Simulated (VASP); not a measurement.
Wanted: the native input for a VASP 6.6.1 run.

* Task: single point
* Functional: PBEsol
* Potentials or basis: VASP PAW PBE potentials, release 64 (Te, Mo_sv)
* Cutoff: 520 eV
* k mesh: 6 × 6 × 2
* Occupations: methfessel-paxton, width 0.1 eV
* Spin: no spin polarisation
* Dipole correction: no
* Further INCAR settings: ALGO = Normal; EDIFF = 1e-07; NBANDS = 20

The structure of Te2Mo lies in POSCAR:

```
Te2Mo
1.0
    3.5199158136     -0.0050122012     -0.0080646125
   -1.7642986305      3.0498000682     -0.0015130056
   -0.0397206576     -0.0315345565     17.3958623753
Te Mo
2 1
Direct
    0.3270050277      0.6519687550      0.8980172218
    0.3375055425      0.6586577266      0.1025723059
   -0.0008891296     -0.0111599038      0.0002313576
```

One way to write it, as run:

INCAR

```
SYSTEM = Te2Mo
PREC = Accurate
ENCUT = 520
EDIFF = 1E-7
ISMEAR = 1
SIGMA = 0.1
LREAL = .False.
LASPH = .True.
NELM = 60
ALGO = Normal
ISIF = 2
LWAVE = .False.
LCHARG = .True.
GGA = PS
LELF = .True.
LVHAR = .True.
NBANDS = 20
```

KPOINTS

```
regular mesh
0
Gamma
  6 6 2
  0 0 0
```

Potentials or basis: VASP PAW PBE potentials, release 64 (Te, Mo_sv).

The run is started by

```console
$ cat potpaw_PBE.64/Te/POTCAR potpaw_PBE.64/Mo_sv/POTCAR > POTCAR
$ mpirun -np 1 vasp_std > vasp.out
```

It gave:

| Quantity | Value |
| --- | --- |
| Largest force | 0.244 eV/Å |
| Band gap on the k mesh | 1.11 eV, direct |

Caveat: the PAW data sets were made with another functional, which shifts forces and pressure a little; spin-orbit coupling is left out, which moves the levels of the heavy elements.

Wall time 5.1 min on 1 thread of Intel Xeon 6975P-C, on a shared host, peak memory 0.4 GiB.
